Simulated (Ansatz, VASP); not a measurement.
## Os in VASP and in Ansatz

```xyz
4
Lattice="2.7229 0.0000 0.0000 -1.3614 2.3581 0.0000 0.0000 0.0000 8.7593" Properties=species:S:1:pos:R:3 pbc="T T T"
Os    0.0000    0.0000    0.0000
Os    0.0000    0.0000    4.3797
Os    0.0000    1.5721    6.5695
Os    1.3614    0.7860    2.1898
```

Alike in both runs: functional r2SCAN; k mesh 21 × 21 × 6; occupations gaussian, width 0.1 eV; no spin polarisation.

Ansatz relaxed the structure, and its values are those at the end. VASP's run is a single point on that final structure, the one shown.

|  | VASP | Ansatz |
| --- | --- | --- |
| version | VASP 6.6.1 | Ansatz 0.2.0 |
| potentials or method | VASP PAW PBE potentials, release 64 (Os), cutoff 520 eV | scalar-relativistic, plane waves, PAW |
| valence electrons in the cell | 32 | 64 |

Ansatz gave:

```
gap on the k mesh at the Fermi level (eV) : none
pressure (GPa)                            : 0.0
```

Task: Which values does VASP return?

Result: gap on the k mesh at the Fermi level (eV): none; pressure (GPa): 1.0.

VASP's potentials were made for PBE, not for r2SCAN. A gap of «none» marks a metal or a gap that the smearing closes. VASP's potentials hold 32 valence electrons a cell and Ansatz's 64, so a difference there can come from the potentials and not from the codes.

Neither program's run includes spin-orbit coupling.
